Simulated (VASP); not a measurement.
# Si7Ge (P-42m) in VASP: a series of runs

Si7Ge is run at these levels: PBEsol; tasks: single point.

Program: VASP 6.6.1. These are calculated values, not measurements. Logs are shortened: lines on timing, memory, paths and dates and some standing lists are left out, and cuts for length are marked.

### 1 The cell of the first run

The structure is tetragonal, space group P-42m (No. 111). Conventional cell: a = 5.580 Å, b = 5.580 Å, c = 4.946 Å, α = 90.00°, β = 90.00°, γ = 90.00°. Si (site symmetry m) has 3 Si at 2.32 Å and 1 Ge at 2.35 Å within 3.1 Å. Si (site symmetry 222) has 4 Si at 2.32 Å within 3.1 Å. Within 3.1 Å of Si (site symmetry -42m) lie 4 Si at 2.32 Å. Ge (site symmetry -42m) has 4 Si at 2.35 Å within 3.1 Å.

### 2 Single point, PBEsol (19.25 Å³/atom)

INCAR

```
SYSTEM = Si7Ge
PREC = Accurate
ENCUT = 520
EDIFF = 1E-7
ISMEAR = 0
SIGMA = 0.03
LREAL = .FALSE.
LASPH = .TRUE.
NELM = 100
ALGO = Normal
ISIF = 2
LWAVE = .FALSE.
LCHARG = .TRUE.
GGA = PS
LELF = .TRUE.
LVHAR = .TRUE.
NBANDS = 31
```

KPOINTS

```
regular mesh
0
G
  8 8 8
  0 0 0
```

POSCAR

```
Si7Ge
1.0
    5.5799502196      0.0000000000      0.0000000000
    0.0000000000      5.5799502196      0.0000000000
    0.0000000000      0.0000000000      4.9460678747
Si Ge
7 1
Direct
    0.2525986838      0.2525986838      0.2525986838
    0.0000000000      0.5000000000      0.5000000000
    0.5000000000      0.5000000000      0.0000000000
    0.5000000000      0.0000000000      0.5000000000
    0.7474013162      0.2525986838      0.7474013162
    0.7474013162      0.7474013162      0.2525986838
    0.2525986838      0.7474013162      0.7474013162
    0.0000000000      0.0000000000      0.0000000000
```

Potentials or basis: VASP PAW PBE potentials, release 64 (Si, Ge_d).

On the command line:

```bash
$ cat potpaw_PBE.64/Si/POTCAR potpaw_PBE.64/Ge_d/POTCAR > POTCAR
$ mpirun -np 1 vasp_std > vasp.out
```

OUTCAR:

```text
SYSTEM = Si7Ge
   PREC = Accurate
   ENCUT = 520
   EDIFF = 1E-7
   ISMEAR = 0
   LREAL = .FALSE.
   LASPH = .TRUE.
   NELM = 100
   ISIF = 2
   GGA = PS

 ion  position               nearest neighbor table
   1  0.253  0.253  0.253-   3 2.32   2 2.32   4 2.32   8 2.35
   2  0.000  0.500  0.500-   1 2.32   5 2.32   6 2.32   7 2.32
   3  0.500  0.500  0.000-   1 2.32   5 2.32   6 2.32   7 2.32
   4  0.500  0.000  0.500-   1 2.32   5 2.32   6 2.32   7 2.32
   5  0.747  0.253  0.747-   3 2.32   2 2.32   4 2.32   8 2.35
   6  0.747  0.747  0.253-   3 2.32   2 2.32   4 2.32   8 2.35
   7  0.253  0.747  0.747-   3 2.32   2 2.32   4 2.32   8 2.35
   8  0.000  0.000  0.000-   1 2.35   5 2.35   6 2.35   7 2.35

  LATTYP: Found a simple tetragonal cell.
 ALAT       =     5.5799502196
 C/A-ratio  =     0.8864000000

  Lattice vectors:

 A1 = (   5.5799502196,   0.0000000000,   0.0000000000)
 A2 = (   0.0000000000,   5.5799502196,   0.0000000000)
 A3 = (   0.0000000000,   0.0000000000,   4.9460678747)

Analysis of symmetry for initial positions (statically):
=====================================================================
 Subroutine PRICEL returns:
 Original cell was already a primitive cell.

 Routine SETGRP: Setting up the symmetry group for a
 simple tetragonal supercell.

 Subroutine GETGRP returns: Found  8 space group operations
 (whereof  8 operations were pure point group operations)
 out of a pool of 16 trial point group operations.

The static configuration has the point symmetry D_2d.

Analysis of symmetry for dynamics (positions and initial velocities):
=====================================================================
 Subroutine PRICEL returns:
 Original cell was already a primitive cell.

 Routine SETGRP: Setting up the symmetry group for a
 simple tetragonal supercell.

 Subroutine GETGRP returns: Found  8 space group operations
 (whereof  8 operations were pure point group operations)
 out of a pool of 16 trial point group operations.

The dynamic configuration has the point symmetry D_2d.

 Subroutine INISYM returns: Found  8 space group operations
 (whereof  8 operations are pure point group operations),
 and found     1 'primitive' translations

----------------------------------------------------------------------------------------

                                     Primitive cell

  volume of cell :     154.0000

  direct lattice vectors                    reciprocal lattice vectors
     5.579950220  0.000000000  0.000000000     0.179213068  0.000000000  0.000000000
     0.000000000  5.579950220  0.000000000     0.000000000  0.179213068  0.000000000
     0.000000000  0.000000000  4.946067875     0.000000000  0.000000000  0.202180808

  length of vectors
     5.579950220  5.579950220  4.946067875     0.179213068  0.179213068  0.202180808

  position of ions in fractional coordinates (direct lattice)
     0.252598684  0.252598684  0.252598684
     0.000000000  0.500000000  0.500000000
     0.500000000  0.500000000  0.000000000
     0.500000000  0.000000000  0.500000000
     0.747401316  0.252598684  0.747401316
     0.747401316  0.747401316  0.252598684
     0.252598684  0.747401316  0.747401316
     0.000000000  0.000000000  0.000000000

  ion indices of the primitive-cell ions
   primitive index   ion index
                 1           1
                 2           2
                 3           3
                 4           4
                 5           5
                 6           6
                 7           7
                 8           8

----------------------------------------------------------------------------------------

 KPOINTS: regular mesh

Automatic generation of k-mesh.
 Grid dimensions read from file:
 generate k-points for:    8    8    8

 Generating k-lattice:

  Cartesian coordinates                     Fractional coordinates (reciprocal lattice)
     0.022401634  0.000000000  0.000000000     0.125000000  0.000000000  0.000000000
     0.000000000  0.022401634  0.000000000     0.000000000  0.125000000  0.000000000
     0.000000000  0.000000000  0.025272601     0.000000000  0.000000000  0.125000000

  Length of vectors
     0.022401634  0.022401634  0.025272601

  Shift w.r.t. Gamma in fractional coordinates (k-lattice)
     0.000000000  0.000000000  0.000000000

 Subroutine IBZKPT returns following result:
 ===========================================

 Found     75 irreducible k-points:

 Following reciprocal coordinates:
            Coordinates               Weight
  0.000000  0.000000  0.000000      1.000000
  0.125000  0.000000  0.000000      4.000000
  0.250000  0.000000  0.000000      4.000000
  0.375000  0.000000  0.000000      4.000000
  0.500000  0.000000  0.000000      2.000000
  0.125000  0.125000  0.000000      4.000000
[... 16 lines left out ...]
  0.375000  0.125000  0.125000     16.000000
  0.500000  0.125000  0.125000      8.000000
 [... further k-points ...]
[... 64 lines left out ...]

  energy without entropy =      -44.63720123  energy(sigma->0) =      -44.63749648

 E-fermi :   6.2396     XC(G=0):  -9.8765

 val. band max:        6.2362443251   @ k =   0.0000   0.0000   0.1250
 cond. band min:       6.2530098337   @ k =   0.1250   0.1250   0.0000
 fundamental gap:      0.0167655086
 Fermi energy:         6.2396351859

 k-point     1 :       0.0000    0.0000    0.0000
  band No.  band energies     occupation
      1     -17.9463      2.00000
      2     -17.9463      2.00000
      3     -17.9463      2.00000
      4     -17.9219      2.00000
      5     -17.9108      2.00000
      6      -6.2605      2.00000
[... 23 lines left out ...]
     30       9.0181      0.00000
     31       9.6127      0.00000

 k-point     2 :       0.1250    0.0000    0.0000
  band No.  band energies     occupation
      1     -17.9463      2.00000
      2     -17.9463      2.00000
      3     -17.9463      2.00000
      4     -17.9219      2.00000
      5     -17.9108      2.00000
      6      -6.1944      2.00000
[... 23 lines left out ...]
     30       9.4554      0.00000
     31      10.0054      0.00000

 k-point     3 :       0.2500    0.0000    0.0000
  band No.  band energies     occupation
      1     -17.9463      2.00000
      2     -17.9463      2.00000
      3     -17.9463      2.00000
      4     -17.9219      2.00000
      5     -17.9108      2.00000
      6      -5.9968      2.00000
[... 23 lines left out ...]
     30      10.4024      0.00000
     31      10.5794      0.00000

 k-point     4 :       0.3750    0.0000    0.0000
  band No.  band energies     occupation
      1     -17.9463      2.00000
      2     -17.9463      2.00000
      3     -17.9463      2.00000
      4     -17.9219      2.00000
      5     -17.9107      2.00000
      6      -5.6717      2.00000
[... 23 lines left out ...]
     30      10.3437      0.00000
     31      11.3481      0.00000

 k-point     5 :       0.5000    0.0000    0.0000
  band No.  band energies     occupation
      1     -17.9463      2.00000
      2     -17.9463      2.00000
      3     -17.9463      2.00000
      4     -17.9219      2.00000
      5     -17.9107      2.00000
      6      -5.3065      2.00000
[... 23 lines left out ...]
     30      11.0367      0.00000
     31      11.0444      0.00000
[... 542 lines left out ...]
     30       9.4067      0.00000
     31      11.0354      0.00000

 k-point    22 :       0.2500    0.1250    0.1250
  band No.  band energies     occupation
      1     -17.9463      2.00000
      2     -17.9463      2.00000
      3     -17.9463      2.00000
      4     -17.9218      2.00000
      5     -17.9108      2.00000
      6      -5.8519      2.00000
[... 23 lines left out ...]
     30      10.0684      0.00000
     31      11.4811      0.00000

 k-point    23 :       0.3750    0.1250    0.1250
  band No.  band energies     occupation
      1     -17.9463      2.00000
      2     -17.9463      2.00000
      3     -17.9463      2.00000
      4     -17.9218      2.00000
      5     -17.9107      2.00000
      6      -5.5307      2.00000
[... 23 lines left out ...]
     30      10.7847      0.00000
     31      11.0148      0.00000

 k-point    24 :       0.5000    0.1250    0.1250
  band No.  band energies     occupation
      1     -17.9463      2.00000
      2     -17.9463      2.00000
      3     -17.9463      2.00000
      4     -17.9218      2.00000
      5     -17.9107      2.00000
      6      -5.1731      2.00000
[... 23 lines left out ...]
     30      10.5095      0.00000
     31      10.5724      0.00000

 [... further k-points ...]

------------------------ aborting loop because EDIFF is reached ----------------------------------------

  FORCE on cell =-STRESS in cart. coord.  units (eV):
  Direction    XX          YY          ZZ          XY          YZ          ZX
  --------------------------------------------------------------------------------------
  -------------------------------------------------------------------------------------
  Total        2.3025921      2.3025921      9.6141671      0.0000000      0.0000000      0.0000000
  in kB       23.9555899     23.9555899    100.0233807      0.0000000      0.0000000      0.0000000
  external PRESSURE =      49.3115202 kB  Pullay stress =       0.0000000 kB

 VOLUME and BASIS-vectors are now :
 -----------------------------------------------------------------------------
  energy-cutoff  :      520.00
  volume of cell :      154.00
      direct lattice vectors                 reciprocal lattice vectors
     5.579950220  0.000000000  0.000000000     0.179213068  0.000000000  0.000000000
     0.000000000  5.579950220  0.000000000     0.000000000  0.179213068  0.000000000
     0.000000000  0.000000000  4.946067875     0.000000000  0.000000000  0.202180808

 POSITION                                       TOTAL-FORCE (eV/Angst)
 -----------------------------------------------------------------------------------
      1.40949      1.40949      1.24937        -0.008540     -0.008540      0.057818
      0.00000      2.78998      2.47303         0.000000      0.000000     -0.000000
      2.78998      2.78998      0.00000         0.000000      0.000000      0.000000
      2.78998      0.00000      2.47303         0.000000      0.000000     -0.000000
      4.17046      1.40949      3.69670         0.008540     -0.008540     -0.057818
      4.17046      4.17046      1.24937         0.008540      0.008540      0.057818
      1.40949      4.17046      3.69670        -0.008540      0.008540     -0.057818
      0.00000      0.00000      0.00000         0.000000      0.000000      0.000000
 -----------------------------------------------------------------------------------
    total drift:                                0.000000      0.000000     -0.000000

  FREE ENERGIE OF THE ION-ELECTRON SYSTEM (eV)
  ---------------------------------------------------
  free  energy   TOTEN  =       -44.6377917315 eV

  energy  without entropy=      -44.6372012267  energy(sigma->0) =      -44.63749648
```

Run time: 7.5 min. Hardware: 1 thread of Intel Xeon 8259CL, shared host; peak memory 0.44 GiB.

What came out:

- Free energy: -44.6378 eV
- Pressure: 4.9 GPa
- Largest force: 0.059 eV/Å
- Band gap on the k mesh: zero (bands 21 and 22 overlap by 0.45 eV)

Forces on the atoms (eV/Å):
```
Si  -0.009 -0.009  0.058
Si   0.000  0.000  0.000
Si   0.000  0.000  0.000
Si   0.000  0.000  0.000
Si   0.009 -0.009 -0.058
Si   0.009  0.009  0.058
Si  -0.009  0.009 -0.058
Ge   0.000  0.000  0.000
```

Levels at points of the mesh, in eV from the Fermi level:
| k point | band 18 | band 19 | band 20 | band 21 | band 22 | band 23 | band 24 | band 25 |
| --- | --- | --- | --- | --- | --- | --- | --- | --- |
| (0.00, 0.00, 0.00) | -2.65 | -0.25 | -0.25 | -0.20 | -0.11 | 0.55 | 0.75 | 0.93 |
| (0.50, 0.00, 0.00) | -1.92 | -1.84 | -1.64 | -1.56 | 1.26 | 1.44 | 2.92 | 2.96 |
| (0.50, 0.50, 0.00) | -2.16 | -2.02 | -2.00 | -2.00 | 1.56 | 1.56 | 1.66 | 1.79 |
| (0.00, 0.00, 0.50) | -2.52 | -2.52 | -2.43 | -2.43 | 0.23 | 0.40 | 3.30 | 3.38 |
| (0.50, 0.00, 0.50) | -1.30 | -1.18 | -1.13 | -1.10 | 2.63 | 2.64 | 2.69 | 2.90 |
| (0.50, 0.50, 0.50) | -0.87 | -0.77 | -0.77 | -0.61 | 0.80 | 1.14 | 1.14 | 1.31 |

Caveat: the stress differs along the axes, from 2 to 10 GPa; semilocal functionals underestimate gaps, and a narrow one can read as zero; the PAW data sets were made with another functional, which shifts forces and pressure a little.

### 3 Single point, PBEsol (19.25 Å³/atom)

INCAR

```
SYSTEM = Si7Ge
PREC = Accurate ; ENCUT = 520
EDIFF = 1E-7 ; ISMEAR = 0
SIGMA = 0.03 ; LREAL = .False.
LASPH = .True. ; NELM = 100
ALGO = Normal ; ISIF = 2
LWAVE = .False. ; LCHARG = .False.
GGA = PS ; NBANDS = 31
```

KPOINTS

```
Automatic mesh
0
Gamma
  8 8 8
  0 0 0
```

POSCAR, as its differences from that of step 2:

```diff
@@ -2,5 +2,5 @@
 1.0
-    5.5799502196      0.0000000000      0.0000000000
-    0.0000000000      5.5799502196      0.0000000000
-    0.0000000000      0.0000000000      4.9460678747
+    5.5055964891      0.0000000000      0.0000000000
+    0.0000000000      5.5055964891      0.0000000000
+    0.0000000000      0.0000000000      5.0805644401
 Si Ge
```

Potentials or basis: VASP PAW PBE potentials, release 64 (Si, Ge_d).

On the command line:

```bash
$ cat potpaw_PBE.64/Si/POTCAR potpaw_PBE.64/Ge_d/POTCAR > POTCAR
$ mpirun -np 1 vasp_std > vasp.out
```

Wall time 7.1 min (1 thread of Intel Xeon 8259CL, shared host); peak memory 0.45 GiB.

It converged, with:

- Free energy: -44.8147 eV
- Pressure: 5.4 GPa
- Largest force: 0.036 eV/Å
- Band gap on the k mesh: zero (bands 21 and 22 overlap by 0.18 eV)

Forces on the atoms (eV/Å):
```
Si  -0.013 -0.013  0.031
Si   0.000  0.000  0.000
Si   0.000  0.000  0.000
Si   0.000  0.000  0.000
Si   0.013 -0.013 -0.031
Si   0.013  0.013  0.031
Si  -0.013  0.013 -0.031
Ge   0.000  0.000  0.000
```

Stress tensor (GPa, compression positive):
```
3.39 0.00 0.00
0.00 3.39 0.00
0.00 0.00 9.33
```

Levels at points of the mesh, in eV from the Fermi level:
```csv
k point,band 17,band 18,band 19,band 20,band 21,band 22,band 23,band 24,band 25,band 26
"(0.00, 0.00, 0.00)",-2.89,-2.86,-0.25,-0.25,-0.11,0.00,0.34,0.57,0.72,0.72
"(0.50, 0.00, 0.00)",-3.79,-2.06,-1.98,-1.85,-1.78,1.05,1.23,2.88,2.90,3.59
"(0.50, 0.50, 0.00)",-3.75,-2.04,-1.90,-1.87,-1.87,1.71,1.71,1.82,1.95,4.70
"(0.00, 0.00, 0.50)",-3.24,-2.46,-2.46,-2.36,-2.36,0.38,0.55,3.08,3.15,4.77
"(0.50, 0.00, 0.50)",-4.23,-1.43,-1.31,-1.26,-1.23,2.45,2.46,2.54,2.72,4.14
"(0.50, 0.50, 0.50)",-1.66,-1.09,-0.99,-0.99,-0.84,0.90,1.28,1.28,1.42,2.74
```

Caveat: the stress differs along the axes, from 3 to 9 GPa; semilocal functionals underestimate gaps, and a narrow one can read as zero; the PAW data sets were made with another functional, which shifts forces and pressure a little.

### 4 Single point, PBEsol (19.25 Å³/atom)

INCAR

```
PREC = Accurate ; ENCUT = 520
EDIFF = 1E-7 ; ISMEAR = 0
SIGMA = 0.03 ; LREAL = False
LASPH = True ; NELM = 60
ALGO = Normal ; ISIF = 2
LWAVE = False ; LCHARG = True
GGA = PS ; LELF = True
LVHAR = True ; NBANDS = 31
```

KPOINTS

```
regular mesh
0
Gamma
  8 8 8
```

POSCAR, as its differences from that of step 3:

```diff
@@ -2,5 +2,5 @@
 1.0
-    5.5055964891      0.0000000000      0.0000000000
-    0.0000000000      5.5055964891      0.0000000000
-    0.0000000000      0.0000000000      5.0805644401
+    5.2183982013      0.0000000000      0.0000000000
+    0.0000000000      5.2183982013      0.0000000000
+    0.0000000000      0.0000000000      5.6551781308
 Si Ge
```

On the command line:

```bash
$ cat potpaw_PBE.64/Si/POTCAR potpaw_PBE.64/Ge_d/POTCAR > POTCAR
$ mpirun -np 1 vasp_std > vasp.out
```

Run time: 5.9 min. Hardware: 1 thread of Intel Xeon 8259CL, shared host; peak memory 0.44 GiB.

The run converged. Its results:

```yaml
Free_energy: -44.7728 eV
Pressure: 5.4 GPa
Largest_force: 0.028 eV/Å
Band_gap_on_the_k_mesh: zero (bands 21 and 22 overlap by 0.08 eV)
```

Forces on the atoms (eV/Å):
```
Si   0.014  0.014 -0.019
Si   0.000  0.000  0.000
Si   0.000  0.000  0.000
Si   0.000  0.000  0.000
Si  -0.014  0.014  0.019
Si  -0.014 -0.014 -0.019
Si   0.014 -0.014  0.019
Ge   0.000  0.000  0.000
```

Stress tensor (GPa, compression positive):
```
 8.17  0.00  0.00
 0.00  8.17  0.00
 0.00  0.00 -0.13
```

Levels at points of the mesh, in eV from the Fermi level:
| k point | band 19 | band 20 | band 21 | band 22 | band 23 | band 24 |
| --- | --- | --- | --- | --- | --- | --- |
| (0.00, 0.00, 0.00) | -0.57 | -0.10 | 0.02 | 0.02 | 0.25 | 0.25 |
| (0.50, 0.00, 0.00) | -2.39 | -2.25 | -2.18 | 0.54 | 0.71 | 2.88 |
| (0.50, 0.50, 0.00) | -1.11 | -1.03 | -1.03 | 2.65 | 2.65 | 2.78 |
| (0.00, 0.00, 0.50) | -1.88 | -1.76 | -1.76 | 1.17 | 1.36 | 2.81 |
| (0.50, 0.00, 0.50) | -1.80 | -1.77 | -1.75 | 1.88 | 1.89 | 1.97 |
| (0.50, 0.50, 0.50) | -1.06 | -0.90 | -0.90 | 0.79 | 1.08 | 1.23 |

Caveat: the stress differs along the axes, from -0 to 8 GPa; semilocal functionals underestimate gaps, and a narrow one can read as zero; the PAW data sets were made with another functional, which shifts forces and pressure a little.

### 5 The runs side by side

| cell | gap on the mesh (eV) | pressure (GPa) | largest force (eV/Å) |
| --- | --- | --- | --- |
| a = 5.580, b = 5.580, c = 4.946 Å, 8 atoms | none | 4.9 | 0.06 |
| a = 5.506, b = 5.506, c = 5.081 Å, 8 atoms | none | 5.4 | 0.04 |
| a = 5.218, b = 5.218, c = 5.655 Å, 8 atoms | none | 5.4 | 0.03 |

Alike in all rows: task single point; level PBEsol; potentials or basis VASP PAW PBE potentials, release 64 (Si, Ge_d); no spin polarisation; k mesh 8 × 8 × 8; cutoff (eV) 520; smearing gaussian 0.03 eV.

Caveats: semilocal functionals underestimate gaps, and a narrow one can read as zero; the PAW data sets were made with another functional, which shifts forces and pressure a little; the stress differs along the axes, from 2 to 10 GPa (at least some runs); the stress differs along the axes, from 3 to 9 GPa (at least some runs); the stress differs along the axes, from -0 to 8 GPa (at least some runs).

Absolute energies hang on the potentials; compare differences alone.

The gap in the log of VASP goes by the Fermi energy; the results here count the filled bands.